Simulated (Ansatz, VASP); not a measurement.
# Two plane-wave programs on CrO2

```xyz
6
Lattice="4.4210 0.0000 0.0000 0.0000 4.4210 0.0000 0.0000 0.0000 2.9170" Properties=species:S:1:pos:R:3 pbc="T T T"
Cr    0.0000    0.0000    0.0000
Cr    2.2105    2.2105    1.4585
O     1.3307    1.3307    0.0000
O     0.8798    3.5412    1.4585
O     3.0903    3.0903    0.0000
O     3.5412    0.8798    1.4585
```

Alike in both runs: task single point; functional PBE; k mesh 6 × 6 × 9; collinear spin; Hubbard terms Cr d U = 4.5 eV.

```csv
,VASP,Ansatz
version,VASP 6.6.1,Ansatz 0.2.0
potentials or method,"VASP PAW PBE potentials, release 64 (Cr_pv, O), cutoff 520 eV","plane waves, PAW"
occupations,"methfessel-paxton of order 1, width 0.15 eV","cold, width 0.15 eV"
valence electrons in the cell,48,52
```

VASP gave:

| Quantity | Value |
| --- | --- |
| gap on the k mesh at the Fermi level (eV) | none |
| net moment per atom (μB) | 0.67 |
| size of the moment on the site where the two differ most (μB) | 2.42 |

**Question.** Estimate Ansatz's values.

**Answer.** gap on the k mesh at the Fermi level (eV): none; net moment per atom (μB): 0.67; size of the moment on the site where the two differ most (μB): 2.06.

Site moments also hang on the region over which each program counts them. The programs project onto different local orbitals, so the same U acts differently, and such runs can settle in different states. A gap of «none» marks a metal or a gap that the smearing closes. VASP's potentials hold 48 valence electrons a cell and Ansatz's 52, so a difference there can come from the potentials and not from the codes. Ansatz's warnings: filled band counts differ across k points, stability check not made.
